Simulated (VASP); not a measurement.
# SnS2 (P-3m1) in VASP: settings compared

Aim: see how the results for SnS2 move with the level of theory and the settings. Levels: PBE, LDA, PBE+D4. Tasks: single point.

Program: VASP 6.6.1. These are calculated values, not measurements. Logs are shortened: lines on timing, memory, paths and dates and some standing lists are left out, and cuts for length are marked.

## 1. The cell of the first run

The structure is trigonal, space group P-3m1 (No. 164). The conventional cell has a = 3.624 Å, b = 3.624 Å, c = 5.418 Å, α = 90.00°, β = 90.00°, γ = 120.00°. Within 3.4 Å of Sn (site symmetry -3m) lie 6 S at 2.56 Å. S (site symmetry 3m) has 3 Sn at 2.56 Å and 3 S at 3.24 Å within 3.4 Å.

## 2. Single point, PBE

Input file INCAR:

```
  PREC = Accurate
  ENCUT = 500
  EDIFF = 1E-6
  ISMEAR = 0
  SIGMA = 0.05
  LREAL = F
  LASPH = T
  NELM = 120
  ALGO = Normal
  ISIF = 2
  LWAVE = F
  LCHARG = F
  GGA = PE
  NBANDS = 20
  GGA_COMPAT = F
```

Input file KPOINTS:

```
Automatic mesh
0
Gamma
  8 8 4
```

Input file POSCAR:

```
SnS2
1.0
    3.6235996055      0.0000000000      0.0000000000
   -1.8117998027      3.1381293115      0.0000000000
    0.0000000000      0.0000000000      5.4175484992
Sn S
1 2
Direct
    0.0000000000      0.0000000000      0.0000000000
    0.3333333333      0.6666666667      0.2720014028
    0.6666666667      0.3333333333      0.7279985972
```

Potentials or basis: VASP PAW PBE potentials, release 64 (Sn_d, S).

The run is started by

```bash
$ cat potpaw_PBE.64/Sn_d/POTCAR potpaw_PBE.64/S/POTCAR > POTCAR
$ mpirun -np 1 vasp_std > vasp.out
```

OUTCAR:

```text
PREC = Accurate
   ENCUT = 500
   EDIFF = 1E-6
   ISMEAR = 0
   LREAL = F
   LASPH = T
   NELM = 120
   ISIF = 2
   GGA = PE

 ion  position               nearest neighbor table
   1  0.000  0.000  0.000-   2 2.56   3 2.56   2 2.56   3 2.56   3 2.56   2 2.56
   2  0.333  0.667  0.272-   1 2.56   1 2.56   1 2.56
   3  0.667  0.333  0.728-   1 2.56   1 2.56   1 2.56

  LATTYP: Found a hexagonal cell.
 ALAT       =     3.6235996055
 C/A-ratio  =     1.4950737082

  Lattice vectors:

 A1 = (   3.6235996055,   0.0000000000,   0.0000000000)
 A2 = (  -1.8117998027,   3.1381293115,   0.0000000000)
 A3 = (   0.0000000000,   0.0000000000,   5.4175484992)

Analysis of symmetry for initial positions (statically):
=====================================================================
 Subroutine PRICEL returns:
 Original cell was already a primitive cell.

 Routine SETGRP: Setting up the symmetry group for a
 hexagonal supercell.

 Subroutine GETGRP returns: Found 12 space group operations
 (whereof 12 operations were pure point group operations)
 out of a pool of 24 trial point group operations.

The static configuration has the point symmetry D_3d.

Analysis of symmetry for dynamics (positions and initial velocities):
=====================================================================
 Subroutine PRICEL returns:
 Original cell was already a primitive cell.

 Routine SETGRP: Setting up the symmetry group for a
 hexagonal supercell.

 Subroutine GETGRP returns: Found 12 space group operations
 (whereof 12 operations were pure point group operations)
 out of a pool of 24 trial point group operations.

The dynamic configuration has the point symmetry D_3d.

 Subroutine INISYM returns: Found 12 space group operations
 (whereof 12 operations are pure point group operations),
 and found     1 'primitive' translations

----------------------------------------------------------------------------------------

                                     Primitive cell

  volume of cell :      61.6047

  direct lattice vectors                    reciprocal lattice vectors
     3.623599605  0.000000000  0.000000000     0.275968680  0.159330592  0.000000000
    -1.811799803  3.138129312  0.000000000     0.000000000  0.318661183  0.000000000
     0.000000000  0.000000000  5.417548499     0.000000000  0.000000000  0.184585334
[... 82 lines left out ...]
   LSORBIT =      F    spin-orbit coupling
   LASPH  =      T    aspherical Exc in radial PAW
   ENCUT  =  500.0 eV  36.75 Ry    6.06 a.u.   6.61  6.61  9.88*2*pi/ulx,y,z
   NELM   =    120;   NELMIN=  2; NELMDL= -5     # of ELM steps
   EDIFF  = 0.1E-05   stopping-criterion for ELM
   LREAL  =      F    real-space projection
   EDIFFG = 0.1E-04   stopping-criterion for IOM
   NSW    =      0    number of steps for IOM
   IBRION =     -1    ionic relax: 0-MD 1-quasi-New 2-CG
   NFREE  =      0    steps in history (QN), initial steepest desc. (CG)
   ISIF   =      2    stress and relaxation
   ISYM   =      2    0-nonsym 1-usesym 2-fastsym
   POTIM  = 0.5000    time-step for ionic-motion
   TEBEG  =    0.0;   TEEND  =   0.0 temperature during run
   PSTRESS=    0.0 pullay stress
   NELECT =      26.0000    total number of electrons
   NUPDOWN=      -1.0000    fix difference up-down
   EMIN   =  10.00;   EMAX   =-10.00  energy-range for DOS
   EFERMI =   0.00;   METHOD = LEGACY
   ISMEAR =     0;   SIGMA  =   0.05  broadening in eV -4-tet -1-fermi 0-gaus
   EFERMI_NEDOS =   21; number of points for ismear=-14 and -15
   IALGO  =     38    algorithm
   IMIX   =      4    mixing-type and parameters
     AMIX     =   0.40;   BMIX     =  1.00
     AMIX_MAG =   1.60;   BMIX_MAG =  1.00
  volume/ion in A,a.u.               =      20.53       138.58
  Fermi-wavevector in a.u.,A,eV,Ry     =   1.227990  2.320564 20.517018  1.507958
  Thomas-Fermi vector in A             =   2.362932
   LORBIT       =      0    0 simple, 1 ext, 2 COOP (PROOUT), +10 PAW based schemes
   GGA     = PE    functional components
   LHFCALC =     F    Hartree Fock is set to
   AEXX    =    0.0000 exact exchange contribution
   IVDW    =     0    specifies the selected vdW correction
   LEPSILON=     F    determine dielectric tensor
   LRPA    =     F    only Hartree local field effects (RPA)
 non-spin polarized calculation
 Gauss-broadening in eV      SIGMA  =   0.05
  energy-cutoff  :      500.00
  volume of cell :       61.60
 maximum number of plane-waves:      1604
 NGX is ok and might be reduce to    28
   NGX = 13   NGY = 13   NGZ = 19

 number of electron      26.0000010 magnetization

 Free energy of the ion-electron system (eV)
  ---------------------------------------------------
  ext. energy  EPLUGINS =         0.00000000
  ---------------------------------------------------
  free energy    TOTEN  =       -12.98315070 eV

  energy without entropy =      -12.98315070  energy(sigma->0) =      -12.98315070

 E-fermi :   6.6139     XC(G=0): -10.1924

 val. band max:        6.3509775239   @ k =   0.0000   0.0000   0.0000
 cond. band min:       7.3893947668   @ k =   0.0000   0.3750   0.2500
 fundamental gap:      1.0384172430
 Fermi energy:         6.6138739737

 k-point     1 :       0.0000    0.0000    0.0000
  band No.  band energies     occupation
      1     -15.0582      2.00000
      2     -15.0582      2.00000
      3     -15.0134      2.00000
      4     -14.9829      2.00000
      5     -14.9829      2.00000
      6      -8.2165      2.00000
[... 541 lines left out ...]
     19      13.9612      0.00000
     20      16.5888      0.00000

 [... further k-points ...]

------------------------ aborting loop because EDIFF is reached ----------------------------------------

  FORCE on cell =-STRESS in cart. coord.  units (eV):
  Direction    XX          YY          ZZ          XY          YZ          ZX
  --------------------------------------------------------------------------------------
  -------------------------------------------------------------------------------------
  Total        2.5985866      2.5985866      2.6738859      0.0000000      0.0000000     -0.0000000
  in kB       67.5824499     67.5824499     69.5407883      0.0000000      0.0000000     -0.0000000
  external PRESSURE =      68.2352294 kB  Pullay stress =       0.0000000 kB

 VOLUME and BASIS-vectors are now :
 -----------------------------------------------------------------------------
  energy-cutoff  :      500.00
  volume of cell :       61.60
      direct lattice vectors                 reciprocal lattice vectors
     3.623599605  0.000000000  0.000000000     0.275968680  0.159330592  0.000000000
    -1.811799803  3.138129312  0.000000000     0.000000000  0.318661183  0.000000000
     0.000000000  0.000000000  5.417548499     0.000000000  0.000000000  0.184585334

 POSITION                                       TOTAL-FORCE (eV/Angst)
 -----------------------------------------------------------------------------------
      0.00000      0.00000      0.00000        -0.000000      0.000000      0.000000
     -0.00000      2.09209      1.47358         0.000000      0.000000     -0.009326
      1.81180      1.04604      3.94397         0.000000     -0.000000      0.009326
 -----------------------------------------------------------------------------------
    total drift:                               -0.000000      0.000000      0.000000

  FREE ENERGIE OF THE ION-ELECTRON SYSTEM (eV)
  ---------------------------------------------------
  free  energy   TOTEN  =       -12.9831506993 eV

  energy  without entropy=      -12.9831506993  energy(sigma->0) =      -12.98315070
```

OSZICAR:

```text
N       E                     dE             d eps       ncg     rms          rms(c)
DAV:   1     0.209594020962E+03    0.20959E+03   -0.12221E+04  1448   0.155E+03
DAV:   2     0.954802724722E+01   -0.20005E+03   -0.19230E+03  1548   0.408E+02
DAV:   3    -0.126542660063E+02   -0.22202E+02   -0.21819E+02  1676   0.113E+02
DAV:   4    -0.134466624315E+02   -0.79240E+00   -0.79082E+00  1684   0.228E+01
DAV:   5    -0.134692603670E+02   -0.22598E-01   -0.22596E-01  1988   0.392E+00    0.952E+00
DAV:   6    -0.130085454751E+02    0.46071E+00   -0.92711E-01  2132   0.104E+01    0.675E+00
DAV:   7    -0.129835359360E+02    0.25010E-01   -0.29203E-01  1756   0.339E+00    0.211E+00
DAV:   8    -0.129827868705E+02    0.74907E-03   -0.28001E-02  1892   0.163E+00    0.684E-01
DAV:   9    -0.129831134133E+02   -0.32654E-03   -0.27330E-03  1620   0.381E-01    0.173E-01
DAV:  10    -0.129831007691E+02    0.12644E-04   -0.37171E-04  1912   0.137E-01    0.741E-02
DAV:  11    -0.129831483440E+02   -0.47575E-04   -0.65955E-05  1584   0.507E-02    0.178E-02
DAV:  12    -0.129831495202E+02   -0.11762E-05   -0.33841E-06  1808   0.128E-02    0.160E-02
DAV:  13    -0.129831506926E+02   -0.11724E-05   -0.25534E-06  1500   0.128E-02    0.403E-03
DAV:  14    -0.129831506993E+02   -0.67039E-08   -0.61145E-08   948   0.213E-03
   1 F= -.12983151E+02 E0= -.12983151E+02  d E =-.194716E-15
```

stdout:

```text
POSCAR found type information on POSCAR SnS
 POSCAR found :  2 types and       3 ions
 scaLAPACK will be used
 LDA part: xc-table for (Slater+PW92), standard interpolation
 POSCAR, INCAR and KPOINTS ok, starting setup
 FFT: planning ... GRIDC
 FFT: planning ... GRID_SOFT
 FFT: planning ... GRID
 WAVECAR not read
 entering main loop
```

Wall time 21 s (1 thread of AMD EPYC 9R45 (Zen 5), shared host); peak memory 0.16 GiB.

Results:

- Free energy: -12.9832 eV
- Pressure: 6.8 GPa
- Largest force: 0.009 eV/Å
- Band gap on the k mesh: 1.04 eV (least direct gap 1.55 eV)

Forces on the atoms (eV/Å):
```
Sn   0.000  0.000  0.000
S    0.000  0.000 -0.009
S    0.000  0.000  0.009
```

Stress tensor (GPa, compression positive):
```
6.76 0.00 0.00
0.00 6.76 0.00
0.00 0.00 6.95
```

Caveat: the cell stands under pressure; spin-orbit coupling is left out, which moves the levels of the heavy elements. A k mesh can miss the band edges.

## 3. Single point, LDA

Input file INCAR:

```
SYSTEM = SnS2
PREC = Accurate ; ENCUT = 500
EDIFF = 1E-6 ; ISMEAR = 0
SIGMA = 0.05 ; LREAL = .False.
LASPH = .True. ; NELM = 120
ALGO = Normal ; ISIF = 2
LWAVE = .False. ; LCHARG = .False.
GGA = CA ; NBANDS = 20
GGA_COMPAT = .False.
```

Input file KPOINTS:

```
regular mesh
0
Gamma
  8 8 4
  0 0 0
```

Input file POSCAR:

```
SnS2
1.0
    3.6133414146      0.0000000000      0.0000000000
   -1.8066707073      3.1292454576      0.0000000000
    0.0000000000      0.0000000000      5.4483527479
Sn S
1 2
Direct
    0.0000000000      0.0000000000      0.0000000000
    0.3333333333      0.6666666667      0.2689958495
    0.6666666667      0.3333333333      0.7310041505
```

Potentials or basis: VASP PAW LDA potentials, release 64 (Sn_d, S).

The run is started by

```bash
$ cat potpaw_LDA.64/Sn_d/POTCAR potpaw_LDA.64/S/POTCAR > POTCAR
$ mpirun -np 1 vasp_std > vasp.out
```

It took 17 s on 1 thread of AMD EPYC 9R45 (Zen 5), shared host; peak memory 0.15 GiB.

It converged, with:

* Free energy: -15.0502 eV
* Pressure: 2.0 GPa
* Largest force: 0.006 eV/Å
* Band gap on the k mesh: 0.95 eV (least direct gap 1.44 eV)

Forces in eV/Å, atoms in the order of the input:
```
Sn   0.000  0.000  0.000
S    0.000  0.000 -0.006
S    0.000  0.000  0.006
```

Stress tensor (GPa, compression positive):
```
2.01 0.00 0.00
0.00 2.01 0.00
0.00 0.00 2.12
```

Levels at points of the mesh, in eV from the valence-band top:
```
           k point  band 11  band 12  band 13  band 14  band 15  band 16
(0.00, 0.00, 0.00)    -0.95    -0.95     0.00     1.44     3.00     5.01
(0.50, 0.00, 0.00)    -3.24    -1.98    -0.59     1.47     3.87     4.99
(0.00, 0.00, 0.50)    -1.30    -0.61    -0.61     2.99     3.17     4.47
(0.50, 0.00, 0.50)    -2.10    -1.38    -1.36     1.19     4.04     4.87
```

Caveat: spin-orbit coupling is left out, which moves the levels of the heavy elements.

## 4. Single point, PBE+D4

Input file INCAR:

```
  PREC = Accurate
  ENCUT = 500
  EDIFF = 1E-6
  ISMEAR = 0
  SIGMA = 0.05
  LREAL = F
  LASPH = T
  NELM = 120
  ALGO = Normal
  ISIF = 2
  LWAVE = F
  LCHARG = F
  GGA = PE
  IVDW = 13
  NBANDS = 20
  GGA_COMPAT = F
```

Input file KPOINTS:

```
Automatic mesh
0
Gamma
  8 8 4
```

Input file POSCAR:

```
SnS2
1.0
    3.6235996055      0.0000000000      0.0000000000
   -1.8117998027      3.1381293115      0.0000000000
    0.0000000000      0.0000000000      5.4175484992
Sn S
1 2
Direct
    0.0000000000      0.0000000000      0.0000000000
    0.3333333333      0.6666666667      0.2720014028
    0.6666666667      0.3333333333      0.7279985972
```

Potentials or basis: VASP PAW PBE potentials, release 64 (Sn_d, S).

The run is started by

```bash
$ cat potpaw_PBE.64/Sn_d/POTCAR potpaw_PBE.64/S/POTCAR > POTCAR
$ mpirun -np 1 vasp_std > vasp.out
```

OUTCAR:

```text
PREC = Accurate
   ENCUT = 500
   EDIFF = 1E-6
   ISMEAR = 0
   LREAL = F
   LASPH = T
   NELM = 120
   ISIF = 2
   GGA = PE
   IVDW = 13

 ion  position               nearest neighbor table
   1  0.000  0.000  0.000-   2 2.56   3 2.56   2 2.56   3 2.56   3 2.56   2 2.56
   2  0.333  0.667  0.272-   1 2.56   1 2.56   1 2.56
   3  0.667  0.333  0.728-   1 2.56   1 2.56   1 2.56

  LATTYP: Found a hexagonal cell.
 ALAT       =     3.6235996055
 C/A-ratio  =     1.4950737082

  Lattice vectors:

 A1 = (   3.6235996055,   0.0000000000,   0.0000000000)
 A2 = (  -1.8117998027,   3.1381293115,   0.0000000000)
 A3 = (   0.0000000000,   0.0000000000,   5.4175484992)

Analysis of symmetry for initial positions (statically):
=====================================================================
 Subroutine PRICEL returns:
 Original cell was already a primitive cell.

 Routine SETGRP: Setting up the symmetry group for a
 hexagonal supercell.

 Subroutine GETGRP returns: Found 12 space group operations
 (whereof 12 operations were pure point group operations)
[... 164 lines left out ...]

  energy without entropy =      -12.98315070  energy(sigma->0) =      -12.98315070

 E-fermi :   6.6139     XC(G=0): -10.1924

 val. band max:        6.3509775239   @ k =   0.0000   0.0000   0.0000
 cond. band min:       7.3893947668   @ k =   0.0000   0.3750   0.2500
 fundamental gap:      1.0384172430
 Fermi energy:         6.6138739737

 k-point     1 :       0.0000    0.0000    0.0000
  band No.  band energies     occupation
      1     -15.0582      2.00000
      2     -15.0582      2.00000
      3     -15.0134      2.00000
      4     -14.9829      2.00000
      5     -14.9829      2.00000
      6      -8.2165      2.00000
[... 541 lines left out ...]
     19      13.9612      0.00000
     20      16.5888      0.00000

 [... further k-points ...]

------------------------ aborting loop because EDIFF is reached ----------------------------------------

  DFT-D4 for vdW energy calculation

  Edisp (eV):   -1.18036

  FORCE on cell =-STRESS in cart. coord.  units (eV):
  Direction    XX          YY          ZZ          XY          YZ          ZX
  --------------------------------------------------------------------------------------
  -------------------------------------------------------------------------------------
  Total       1.47296     1.47296     1.49147     0.00000     0.00000    -0.00000
  in kB      38.30781    38.30781    38.78927     0.00000     0.00000    -0.00000
  external pressure =       38.47 kB  Pullay stress =        0.00 kB

 VOLUME and BASIS-vectors are now :
 -----------------------------------------------------------------------------
  energy-cutoff  :      500.00
  volume of cell :       61.60
      direct lattice vectors                 reciprocal lattice vectors
     3.623599605  0.000000000  0.000000000     0.275968680  0.159330592  0.000000000
    -1.811799803  3.138129312  0.000000000     0.000000000  0.318661183  0.000000000
     0.000000000  0.000000000  5.417548499     0.000000000  0.000000000  0.184585334

 POSITION                                       TOTAL-FORCE (eV/Angst)
 -----------------------------------------------------------------------------------
      0.00000      0.00000      0.00000        -0.000000      0.000000     -0.000000
     -0.00000      2.09209      1.47358        -0.000000      0.000000      0.002351
      1.81180      1.04604      3.94397         0.000000     -0.000000     -0.002351
 -----------------------------------------------------------------------------------
    total drift:                               -0.000000      0.000000      0.000000

  FREE ENERGIE OF THE ION-ELECTRON SYSTEM (eV)
  ---------------------------------------------------
  free  energy   TOTEN  =       -14.1635147303 eV

  energy  without entropy=      -14.1635147303  energy(sigma->0) =      -14.16351473
```

OSZICAR:

```text
N       E                     dE             d eps       ncg     rms          rms(c)
DAV:   1     0.209594020962E+03    0.20959E+03   -0.12221E+04  1448   0.155E+03
DAV:   2     0.954802724722E+01   -0.20005E+03   -0.19230E+03  1548   0.408E+02
DAV:   3    -0.126542660063E+02   -0.22202E+02   -0.21819E+02  1676   0.113E+02
DAV:   4    -0.134466624315E+02   -0.79240E+00   -0.79082E+00  1684   0.228E+01
DAV:   5    -0.134692603670E+02   -0.22598E-01   -0.22596E-01  1988   0.392E+00    0.952E+00
DAV:   6    -0.130085454751E+02    0.46071E+00   -0.92711E-01  2132   0.104E+01    0.675E+00
DAV:   7    -0.129835359360E+02    0.25010E-01   -0.29203E-01  1756   0.339E+00    0.211E+00
DAV:   8    -0.129827868705E+02    0.74907E-03   -0.28001E-02  1892   0.163E+00    0.684E-01
DAV:   9    -0.129831134133E+02   -0.32654E-03   -0.27330E-03  1620   0.381E-01    0.173E-01
DAV:  10    -0.129831007691E+02    0.12644E-04   -0.37171E-04  1912   0.137E-01    0.741E-02
DAV:  11    -0.129831483440E+02   -0.47575E-04   -0.65955E-05  1584   0.507E-02    0.178E-02
DAV:  12    -0.129831495202E+02   -0.11762E-05   -0.33841E-06  1808   0.128E-02    0.160E-02
DAV:  13    -0.129831506926E+02   -0.11724E-05   -0.25534E-06  1500   0.128E-02    0.403E-03
DAV:  14    -0.129831506993E+02   -0.67039E-08   -0.61145E-08   948   0.213E-03
   1 F= -.14163515E+02 E0= -.14163515E+02  d E =-.194716E-15
```

Wall time 21 s (1 thread of AMD EPYC 9R45 (Zen 5), shared host); peak memory 0.17 GiB.

Results:

```yaml
Free_energy: -14.1635 eV
Pressure: 3.8 GPa
Band_gap_on_the_k_mesh: 1.04 eV (least direct gap 1.55 eV)
Dispersion_energy_per_atom: -0.393 eV
```

Forces in eV/Å, atoms in the order of the input:
```
Sn   0.000  0.000  0.000
S    0.000  0.000  0.002
S    0.000  0.000 -0.002
```

Caveat: the cell stands under pressure; spin-orbit coupling is left out, which moves the levels of the heavy elements. A k mesh can miss the band edges.

## 5. Summary

| level | potentials or basis | cell | gap on the mesh (eV) | pressure (GPa) | largest force (eV/Å) |
| --- | --- | --- | --- | --- | --- |
| PBE | VASP PAW PBE potentials, release 64 (Sn_d, S) | a = 3.624, b = 3.624, c = 5.418 Å, angles 90.0, 90.0, 120.0°, 3 atoms, atomic positions A | 1.04 | 6.8 | 0.01 |
| LDA | VASP PAW LDA potentials, release 64 (Sn_d, S) | a = 3.613, b = 3.613, c = 5.448 Å, angles 90.0, 90.0, 120.0°, 3 atoms, atomic positions B | 0.95 | 2.0 | 0.01 |
| PBE+D4 | VASP PAW PBE potentials, release 64 (Sn_d, S) | a = 3.624, b = 3.624, c = 5.418 Å, angles 90.0, 90.0, 120.0°, 3 atoms, atomic positions A | 1.04 | 3.8 | - |

Alike in all rows: task single point; no spin polarisation; k mesh 8 × 8 × 4; cutoff (eV) 500; smearing gaussian 0.05 eV.

Caveats: spin-orbit coupling is left out, which moves the levels of the heavy elements; the cell stands under pressure (at least some runs).

Absolute energies hang on the potentials; compare differences alone.
